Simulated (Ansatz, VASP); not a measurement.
One calculation of FePtC4N4, two programs

```
CELL_PARAMETERS angstrom
5.90687 0.00000 0.00000
0.00000 5.90687 0.00000
0.00000 0.00000 5.90687
ATOMIC_POSITIONS crystal
Fe 0.00000 0.00000 0.00000
Pt 0.50000 0.50000 0.50000
C 0.18942 0.18942 0.18942
C 0.18942 0.81058 0.81058
C 0.81058 0.18942 0.81058
C 0.81058 0.81058 0.18942
N 0.30378 0.30378 0.30378
N 0.30378 0.69622 0.69622
N 0.69622 0.30378 0.69622
N 0.69622 0.69622 0.30378
```

Alike in both runs: task single point; functional PBE; k mesh 4 × 4 × 4; occupations gaussian, width 0.1 eV; collinear spin.

|  | VASP | Ansatz |
| --- | --- | --- |
| version | VASP 6.6.1 | Ansatz 0.2.0 |
| potentials or method | VASP PAW PBE potentials, release 64 (Fe, Pt, C, N), cutoff 520 eV | scalar-relativistic, plane waves, PAW |
| valence electrons in the cell | 54 | 70 |

|  | VASP | Ansatz | Ansatz less VASP |
| --- | --- | --- | --- |
| gap on the k mesh at the Fermi level (eV) | none | none | - |
| pressure (GPa) | 1.9 | 1.5 | -0.38 |
| rms of the force components (eV/Å) | 0.646 | 0.473 | -0.1723 |
| net moment per atom (μB) | 0.35 | 0.36 | +0.004 |
| size of the moment on the site where the two differ most (μB) | 2.97 | 2.66 | -0.313 |

Site moments also hang on the region over which each program counts them. Atom by atom the forces differ by 0.176 eV/Å (rms over components). A gap of «none» marks a metal or a gap that the smearing closes. VASP's potentials hold 54 valence electrons a cell and Ansatz's 70, so a difference there can come from the potentials and not from the codes.

Neither program's run includes spin-orbit coupling. Noted on VASP's run: the standard files for N, O and F lose accuracy on very short bonds.
